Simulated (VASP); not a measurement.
Input of a VASP 6.6.1 run:

The input INCAR:

```
ALGO = Normal
EDIFF = 1E-6
ENCUT = 520
GGA = PE
ISIF = 2
ISMEAR = -1
LASPH = T
LCHARG = T
LELF = T
LREAL = F
LVHAR = T
LWAVE = F
NBANDS = 12
NELM = 60
PREC = Accurate
SIGMA = 0.08
```

The input KPOINTS:

```
k-points
0
Gamma
  17 17 17
```

Contents of POSCAR:

```
Ta
1.0
   -1.6512800000      1.6512800000      1.6347672000
    1.6512800000     -1.6512800000      1.6347672000
    1.6512800000      1.6512800000     -1.6347672000
Ta
1
Direct
    0.0000000000      0.0000000000      0.0000000000
```

Potentials or basis: VASP PAW PBE potentials, release 64 (Ta_pv).

Run with:

```sh
$ cat potpaw_PBE.64/Ta_pv/POTCAR > POTCAR
$ mpirun -np 1 vasp_std > vasp.out
```

Task: Predict the pressure.

Result: 5.4 GPa.

Stress tensor (GPa, compression positive):
```
5.03 0.00 0.00
0.00 5.03 0.00
0.00 0.00 6.12
```

Caveat: the cell differs from its parent crystal (zz strain of -1 %).
